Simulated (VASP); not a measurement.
# AlSn (P-6m2) in VASP: settings compared

The runs below take AlSn through single point, relaxation of cell and atoms, with PBEsol+D4, RPBE+D4, RPBE+D3(BJ).

All numbers are computed with VASP 6.6.1; they aren't measurements. Logs are shortened: lines on timing, memory, paths and dates and some standing lists are left out, and cuts for length are marked.

## Step 1: The cell of the first run

Symmetry: P-6m2, No. 187, hexagonal system. Conventional cell: a = 4.103 Å, b = 4.103 Å, c = 3.265 Å, α = 90.00°, β = 90.00°, γ = 120.00°. Within 3.8 Å of Sn (site symmetry -6m2) lie 6 Al at 2.88 Å and 2 Sn at 3.27 Å. Within 3.8 Å of Al (site symmetry -6m2) lie 6 Sn at 2.88 Å and 2 Al at 3.27 Å.

## Step 2: Single point, PBEsol+D4

File INCAR:

```
  PREC = Accurate
  ENCUT = 520
  EDIFF = 1E-6
  ISMEAR = -1
  SIGMA = 0.05
  LREAL = False
  LASPH = True
  NELM = 60
  ALGO = Fast
  ISIF = 2
  LWAVE = False
  LCHARG = False
  GGA = PS
  IVDW = 13
  NBANDS = 16
```

File KPOINTS:

```
Automatic mesh
0
Gamma
  7 7 8
```

File POSCAR:

```
AlSn
1.0
    4.1031442822      0.0000000000      0.0000000000
   -2.0515721411      3.5534271838      0.0000000000
    0.0000000000      0.0000000000      3.2653514048
Sn Al
1 1
Direct
    0.3333333333      0.6666666667      0.5000000000
    0.0000000000      0.0000000000      0.0000000000
```

Potentials or basis: VASP PAW PBE potentials, release 64 (Sn_d, Al).

The run is started by

```bash
$ cat potpaw_PBE.64/Sn_d/POTCAR potpaw_PBE.64/Al/POTCAR > POTCAR
$ mpirun -np 1 vasp_std > vasp.out
```

OUTCAR:

```text
PREC = Accurate
   ENCUT = 520
   EDIFF = 1E-6
   ISMEAR = -1
   LREAL = False
   LASPH = True
   NELM = 60
   ISIF = 2
   GGA = PS
   IVDW = 13

 ion  position               nearest neighbor table
   1  0.333  0.667  0.500-   2 2.88   2 2.88   2 2.88   2 2.88   2 2.88   2 2.88
   2  0.000  0.000  0.000-   1 2.88   1 2.88   1 2.88   1 2.88   1 2.88   1 2.88

  LATTYP: Found a hexagonal cell.
 ALAT       =     4.1031442822
 C/A-ratio  =     0.7958168615

  Lattice vectors:

 A1 = (   4.1031442822,   0.0000000000,   0.0000000000)
 A2 = (  -2.0515721411,   3.5534271838,   0.0000000000)
 A3 = (   0.0000000000,   0.0000000000,   3.2653514048)

Analysis of symmetry for initial positions (statically):
=====================================================================
 Subroutine PRICEL returns:
 Original cell was already a primitive cell.

 Routine SETGRP: Setting up the symmetry group for a
 hexagonal supercell.

 Subroutine GETGRP returns: Found 12 space group operations
 (whereof 12 operations were pure point group operations)
 out of a pool of 24 trial point group operations.

The static configuration has the point symmetry D_3h.

Analysis of symmetry for dynamics (positions and initial velocities):
=====================================================================
 Subroutine PRICEL returns:
 Original cell was already a primitive cell.

 Routine SETGRP: Setting up the symmetry group for a
 hexagonal supercell.

 Subroutine GETGRP returns: Found 12 space group operations
 (whereof 12 operations were pure point group operations)
 out of a pool of 24 trial point group operations.

The dynamic configuration has the point symmetry D_3h.

 Subroutine INISYM returns: Found 12 space group operations
 (whereof 12 operations are pure point group operations),
 and found     1 'primitive' translations

----------------------------------------------------------------------------------------

                                     Primitive cell

  volume of cell :      47.6096

  direct lattice vectors                    reciprocal lattice vectors
     4.103144282  0.000000000  0.000000000     0.243715534  0.140709229  0.000000000
    -2.051572141  3.553427184  0.000000000     0.000000000  0.281418458  0.000000000
     0.000000000  0.000000000  3.265351405     0.000000000  0.000000000  0.306245753

  length of vectors
     4.103144282  4.103144282  3.265351405     0.281418458  0.281418458  0.306245753

  position of ions in fractional coordinates (direct lattice)
     0.333333333  0.666666667  0.500000000
     0.000000000  0.000000000  0.000000000

  ion indices of the primitive-cell ions
   primitive index   ion index
                 1           1
                 2           2

----------------------------------------------------------------------------------------

 KPOINTS: Automatic mesh

Automatic generation of k-mesh.
 Grid dimensions read from file:
 generate k-points for:    7    7    8

 Generating k-lattice:

  Cartesian coordinates                     Fractional coordinates (reciprocal lattice)
     0.034816505  0.020101318  0.000000000     0.142857143  0.000000000  0.000000000
     0.000000000  0.040202637  0.000000000     0.000000000  0.142857143  0.000000000
     0.000000000  0.000000000  0.038280719     0.000000000  0.000000000  0.125000000

  Length of vectors
     0.040202637  0.040202637  0.038280719

  Shift w.r.t. Gamma in fractional coordinates (k-lattice)
     0.000000000  0.000000000  0.000000000

 Subroutine IBZKPT returns following result:
 ===========================================

 Found     40 irreducible k-points:

 Following reciprocal coordinates:
            Coordinates               Weight
  0.000000  0.000000  0.000000      1.000000
  0.142857 -0.000000  0.000000      6.000000
  0.285714 -0.000000  0.000000      6.000000
  0.428571 -0.000000  0.000000      6.000000
  0.142857  0.142857  0.000000      6.000000
  0.285714  0.142857  0.000000     12.000000
[... 16 lines left out ...]
  0.428571  0.142857  0.250000     12.000000
  0.285714  0.285714  0.250000     12.000000
 [... further k-points ...]
   k-points           NKPTS =     40   k-points in BZ     NKDIM =     40   number of bands    NBANDS=     16
   number of dos      NEDOS =    301   number of ions     NIONS =      2
   total plane-waves  NPLWV =  24576
   dimension x,y,z NGX =    32 NGY =   32 NGZ =   24
   dimension x,y,z NGXF=    64 NGYF=   64 NGZF=   48
   ions per type =               1   1
   NGX,Y,Z   is equivalent  to a cutoff of  12.97, 12.97, 12.22 a.u.
   NGXF,Y,Z  is equivalent  to a cutoff of  25.93, 25.93, 24.44 a.u.
 SYSTEM =  unknown system
   PREC   = accura    normal or accurate (medium, high low for compatibility)
   ISTART =      0    job   : 0-new  1-cont  2-samecut
   ICHARG =      2    charge: 1-file 2-atom 10-const
   ISPIN  =      1    spin polarized calculation?
   LNONCOLLINEAR =      F non collinear calculations
   LSORBIT =      F    spin-orbit coupling
   LASPH  =      T    aspherical Exc in radial PAW
   ENCUT  =  520.0 eV  38.22 Ry    6.18 a.u.   7.63  7.63  6.07*2*pi/ulx,y,z
   NELM   =     60;   NELMIN=  2; NELMDL= -5     # of ELM steps
   EDIFF  = 0.1E-05   stopping-criterion for ELM
   LREAL  =      F    real-space projection
   EDIFFG = 0.1E-04   stopping-criterion for IOM
   NSW    =      0    number of steps for IOM
   IBRION =     -1    ionic relax: 0-MD 1-quasi-New 2-CG
   NFREE  =      0    steps in history (QN), initial steepest desc. (CG)
   ISIF   =      2    stress and relaxation
   ISYM   =      2    0-nonsym 1-usesym 2-fastsym
   POTIM  = 0.5000    time-step for ionic-motion
   TEBEG  =    0.0;   TEEND  =   0.0 temperature during run
   PSTRESS=    0.0 pullay stress
   NELECT =      17.0000    total number of electrons
   NUPDOWN=      -1.0000    fix difference up-down
   EMIN   =  10.00;   EMAX   =-10.00  energy-range for DOS
   EFERMI =   0.00;   METHOD = LEGACY
   ISMEAR =    -1;   SIGMA  =   0.05  broadening in eV -4-tet -1-fermi 0-gaus
   EFERMI_NEDOS =   21; number of points for ismear=-14 and -15
   IALGO  =     68    algorithm
   IMIX   =      4    mixing-type and parameters
     AMIX     =   0.40;   BMIX     =  1.00
     AMIX_MAG =   1.60;   BMIX_MAG =  1.00
  volume/ion in A,a.u.               =      23.80       160.64
  Fermi-wavevector in a.u.,A,eV,Ry     =   1.161430  2.194785 18.353170  1.348920
  Thomas-Fermi vector in A             =   2.298002
   LORBIT       =      0    0 simple, 1 ext, 2 COOP (PROOUT), +10 PAW based schemes
   GGA     = PS    functional components
   LHFCALC =     F    Hartree Fock is set to
   AEXX    =    0.0000 exact exchange contribution
   IVDW    =    13    specifies the selected vdW correction
   LEPSILON=     F    determine dielectric tensor
   LRPA    =     F    only Hartree local field effects (RPA)
 non-spin polarized calculation
 RMM-DIIS sequential band-by-band and
  energy-cutoff  :      520.00
  volume of cell :       47.61
 maximum number of plane-waves:      1308
 NGX is ok and might be reduce to    32
   NGX = 15   NGY = 15   NGZ = 13

 number of electron      17.0000001 magnetization

 Free energy of the ion-electron system (eV)
  ---------------------------------------------------
  ext. energy  EPLUGINS =         0.00000000
  ---------------------------------------------------
  free energy    TOTEN  =        -7.97191705 eV

  energy without entropy =       -7.96789165  energy(sigma->0) =       -7.96990435

 E-fermi :   6.9323     XC(G=0):  -9.9293

 val. band max:        6.8181629870   @ k =   0.2857   0.2857   0.2500
 cond. band min:       7.0006774312   @ k =   0.0000   0.0000   0.1250
 fundamental gap:      0.1825144442
 Fermi energy:         6.9323067495

 k-point     1 :       0.0000    0.0000    0.0000
  band No.  band energies     occupation
      1     -14.3720      2.00000
      2     -14.2519      2.00000
      3     -14.2519      2.00000
      4     -14.2277      2.00000
      5     -14.2277      2.00000
      6      -3.9137      2.00000
[... 8 lines left out ...]
     15      19.1190      0.00000
     16      19.9519      0.00000

 k-point     2 :       0.1429   -0.0000    0.0000
  band No.  band energies     occupation
      1     -14.3700      2.00000
      2     -14.2526      2.00000
      3     -14.2471      2.00000
      4     -14.2294      2.00000
      5     -14.2282      2.00000
      6      -3.6889      2.00000
[... 8 lines left out ...]
     15      17.4244      0.00000
     16      19.6657      0.00000

 k-point     3 :       0.2857   -0.0000    0.0000
  band No.  band energies     occupation
      1     -14.3655      2.00000
      2     -14.2540      2.00000
      3     -14.2360      2.00000
      4     -14.2329      2.00000
      5     -14.2292      2.00000
      6      -3.0388      2.00000
[... 8 lines left out ...]
     15      16.8857      0.00000
     16      18.6291      0.00000

 k-point     4 :       0.4286   -0.0000    0.0000
  band No.  band energies     occupation
      1     -14.3622      2.00000
      2     -14.2549      2.00000
      3     -14.2358      2.00000
      4     -14.2300      2.00000
      5     -14.2271      2.00000
      6      -2.1513      2.00000
[... 8 lines left out ...]
     15      16.6968      0.00000
     16      18.3766      0.00000
[... 324 lines left out ...]
 k-point    22 :       0.2857    0.1429    0.2500
  band No.  band energies     occupation
      1     -14.2764      2.00000
      2     -14.2694      2.00000
      3     -14.2617      2.00000
      4     -14.2447      2.00000
      5     -14.2273      2.00000
      6      -1.5481      2.00000
[... 8 lines left out ...]
     15      17.8160      0.00000
     16      19.2664      0.00000

 k-point    23 :       0.4286    0.1429    0.2500
  band No.  band energies     occupation
      1     -14.2784      2.00000
      2     -14.2703      2.00000
      3     -14.2611      2.00000
      4     -14.2421      2.00000
      5     -14.2246      2.00000
      6      -0.9133      2.00000
[... 8 lines left out ...]
     15      17.7046      0.00000
     16      20.0835      0.00000

 k-point    24 :       0.2857    0.2857    0.2500
  band No.  band energies     occupation
      1     -14.2768      2.00000
      2     -14.2726      2.00000
      3     -14.2570      2.00000
      4     -14.2404      2.00000
      5     -14.2289      2.00000
      6      -0.7977      2.00000
[... 8 lines left out ...]
     15      19.4610      0.00000
     16      19.4865      0.00000

 [... further k-points ...]

------------------------ aborting loop because EDIFF is reached ----------------------------------------

  DFT-D4 for vdW energy calculation

  Edisp (eV):   -0.40949

  FORCE on cell =-STRESS in cart. coord.  units (eV):
  Direction    XX          YY          ZZ          XY          YZ          ZX
  --------------------------------------------------------------------------------------
  -------------------------------------------------------------------------------------
  Total      -0.01379    -0.01379    -0.00810     0.00000     0.00000     0.00000
  in kB      -0.46403    -0.46403    -0.27251     0.00000     0.00000     0.00000
  external pressure =       -0.40 kB  Pullay stress =        0.00 kB

 VOLUME and BASIS-vectors are now :
 -----------------------------------------------------------------------------
  energy-cutoff  :      520.00
  volume of cell :       47.61
      direct lattice vectors                 reciprocal lattice vectors
     4.103144282  0.000000000  0.000000000     0.243715534  0.140709229  0.000000000
    -2.051572141  3.553427184  0.000000000     0.000000000  0.281418458  0.000000000
     0.000000000  0.000000000  3.265351405     0.000000000  0.000000000  0.306245753

 POSITION                                       TOTAL-FORCE (eV/Angst)
 -----------------------------------------------------------------------------------
     -0.00000      2.36895      1.63268         0.000000      0.000000      0.000000
      0.00000      0.00000      0.00000        -0.000000     -0.000000      0.000000
 -----------------------------------------------------------------------------------
    total drift:                               -0.000000      0.000000     -0.000000

  FREE ENERGIE OF THE ION-ELECTRON SYSTEM (eV)
  ---------------------------------------------------
  free  energy   TOTEN  =        -8.3814074077 eV

  energy  without entropy=       -8.3773820089  energy(sigma->0) =       -8.37939471
```

It took 12 s on 1 thread of Intel Xeon Platinum 8488C (Sapphire Rapids), shared host; peak memory 0.17 GiB.

What came out:

```
Free energy                : -8.3814 eV
Pressure                   : 0.0 GPa
Dispersion energy per atom : -0.205 eV
```

Levels at points of the mesh, in eV from the Fermi level:
```csv
k point,band 5,band 6,band 7,band 8,band 9,band 10,band 11,band 12
"(0.00, 0.00, 0.00)",-21.16,-10.85,-0.17,-0.17,1.14,2.53,3.22,3.22
"(0.00, 0.00, 0.50)",-21.10,-7.71,-6.52,2.87,2.87,3.77,3.77,4.18
```

Caveat: the PAW data sets were made with another functional, which shifts forces and pressure a little; spin-orbit coupling is left out, which moves the levels of the heavy elements; pairwise dispersion overbinds metals, which lowers pressure and volume.

## Step 3: Single point, RPBE+D4

This run uses another cell than the first one, of 24.03 Å³/atom, 1.010 times its volume.

File INCAR:

```
SYSTEM = AlSn
  PREC = Accurate
  ENCUT = 520
  EDIFF = 1E-6
  ISMEAR = -1
  SIGMA = 0.05
  LREAL = .FALSE.
  LASPH = .TRUE.
  NELM = 100
  ALGO = Fast
  ISIF = 2
  LWAVE = .FALSE.
  LCHARG = .TRUE.
  GGA = RP
  IVDW = 13
  LELF = .TRUE.
  LVHAR = .TRUE.
  NBANDS = 16
```

File KPOINTS:

```
regular mesh
0
G
  7 7 8
  0 0 0
```

File POSCAR:

```
AlSn
1.0
    4.1082527043      0.0000000000      0.0000000000
   -2.0541263521      3.5578512071      0.0000000000
    0.0000000000      0.0000000000      3.2884997969
Sn Al
1 1
Direct
    0.3333333333      0.6666666667      0.5000000000
    0.0000000000      0.0000000000      0.0000000000
```

Potentials or basis: VASP PAW PBE potentials, release 64 (Sn_d, Al).

The run is started by

```bash
$ cat potpaw_PBE.64/Sn_d/POTCAR potpaw_PBE.64/Al/POTCAR > POTCAR
$ mpirun -np 1 vasp_std > vasp.out
```

OUTCAR:

```text
SYSTEM = AlSn
   PREC = Accurate
   ENCUT = 520
   EDIFF = 1E-6
   ISMEAR = -1
   LREAL = .FALSE.
   LASPH = .TRUE.
   NELM = 100
   ISIF = 2
   GGA = RP
   IVDW = 13

 ion  position               nearest neighbor table
   1  0.333  0.667  0.500-   2 2.89   2 2.89   2 2.89   2 2.89   2 2.89   2 2.89
   2  0.000  0.000  0.000-   1 2.89   1 2.89   1 2.89   1 2.89   1 2.89   1 2.89

  LATTYP: Found a hexagonal cell.
 ALAT       =     4.1082527043
 C/A-ratio  =     0.8004619077

  Lattice vectors:

 A1 = (   4.1082527043,   0.0000000000,   0.0000000000)
 A2 = (  -2.0541263521,   3.5578512071,   0.0000000000)
[... 645 lines left out ...]

  Edisp (eV):   -1.26431

  FORCE on cell =-STRESS in cart. coord.  units (eV):
  Direction    XX          YY          ZZ          XY          YZ          ZX
  --------------------------------------------------------------------------------------
  -------------------------------------------------------------------------------------
  Total      -0.02657    -0.02657    -0.04015    -0.00000     0.00000     0.00000
  in kB      -0.88564    -0.88564    -1.33844    -0.00000     0.00000     0.00000
  external pressure =       -1.04 kB  Pullay stress =        0.00 kB

 VOLUME and BASIS-vectors are now :
 -----------------------------------------------------------------------------
  energy-cutoff  :      520.00
  volume of cell :       48.07
      direct lattice vectors                 reciprocal lattice vectors
     4.108252704  0.000000000  0.000000000     0.243412485  0.140534264  0.000000000
    -2.054126352  3.557851207  0.000000000     0.000000000  0.281068528  0.000000000
     0.000000000  0.000000000  3.288499797     0.000000000  0.000000000  0.304090029

 POSITION                                       TOTAL-FORCE (eV/Angst)
 -----------------------------------------------------------------------------------
     -0.00000      2.37190      1.64425         0.000000      0.000000      0.000000
      0.00000      0.00000      0.00000        -0.000000      0.000000      0.000000
 -----------------------------------------------------------------------------------
    total drift:                                0.000000     -0.000000     -0.000000

  FREE ENERGIE OF THE ION-ELECTRON SYSTEM (eV)
  ---------------------------------------------------
  free  energy   TOTEN  =        -7.8141173946 eV

  energy  without entropy=       -7.8103238802  energy(sigma->0) =       -7.81222064
```

OSZICAR:

```text
N       E                     dE             d eps       ncg     rms          rms(c)
DAV:   1     0.977787973608E+02    0.97779E+02   -0.78446E+03  1288   0.128E+03
DAV:   2     0.112691891251E+01   -0.96652E+02   -0.92988E+02  1392   0.337E+02
DAV:   3    -0.638407269269E+01   -0.75110E+01   -0.74744E+01  1632   0.743E+01
DAV:   4    -0.656924094831E+01   -0.18517E+00   -0.18514E+00  1584   0.123E+01
DAV:   5    -0.657679031099E+01   -0.75494E-02   -0.75492E-02  1856   0.239E+00    0.261E+00
RMM:   6    -0.655778054968E+01    0.19010E-01   -0.14276E-02  1613   0.141E+00    0.155E+00
RMM:   7    -0.654925359577E+01    0.85270E-02   -0.21822E-02  1573   0.163E+00    0.133E-01
RMM:   8    -0.654961070283E+01   -0.35711E-03   -0.29630E-03  1777   0.568E-01    0.571E-02
RMM:   9    -0.654978746070E+01   -0.17676E-03   -0.11947E-03  2002   0.281E-01    0.264E-02
RMM:  10    -0.654980276180E+01   -0.15301E-04   -0.13686E-04  1908   0.118E-01    0.818E-03
RMM:  11    -0.654980656427E+01   -0.38025E-05   -0.49913E-05  2120   0.547E-02    0.284E-03
RMM:  12    -0.654980652061E+01    0.43659E-07   -0.32341E-06  1455   0.158E-02
   1 F= -.78141174E+01 E0= -.78122206E+01  d E =-.379351E-02
```

stdout:

```text
POSCAR found type information on POSCAR SnAl
 POSCAR found :  2 types and       2 ions
 scaLAPACK will be used
 -----------------------------------------------------------------------------
|                                                                             |
|                                                                             |
|     You enforced a specific xc type in the INCAR file but a different       |
|     I HOPE YOU KNOW WHAT YOU ARE DOING!                                     |
|                                                                             |
 -----------------------------------------------------------------------------

 LDA part: xc-table for (Slater+PW92), standard interpolation
 POSCAR, INCAR and KPOINTS ok, starting setup
 FFT: planning ... GRIDC
 FFT: planning ... GRID_SOFT
 FFT: planning ... GRID
 WAVECAR not read
 entering main loop
```

Run time: 13 s. Hardware: 1 thread of Intel Xeon Platinum 8488C (Sapphire Rapids), shared host; peak memory 0.17 GiB.

Results:

```
Free energy                : -7.8141 eV
Pressure                   : -0.1 GPa
Dispersion energy per atom : -0.632 eV
```

Caveat: the PAW data sets were made with another functional, which shifts forces and pressure a little; spin-orbit coupling is left out, which moves the levels of the heavy elements; pairwise dispersion overbinds metals, which lowers pressure and volume.

(Continued in part 2 of 2.)
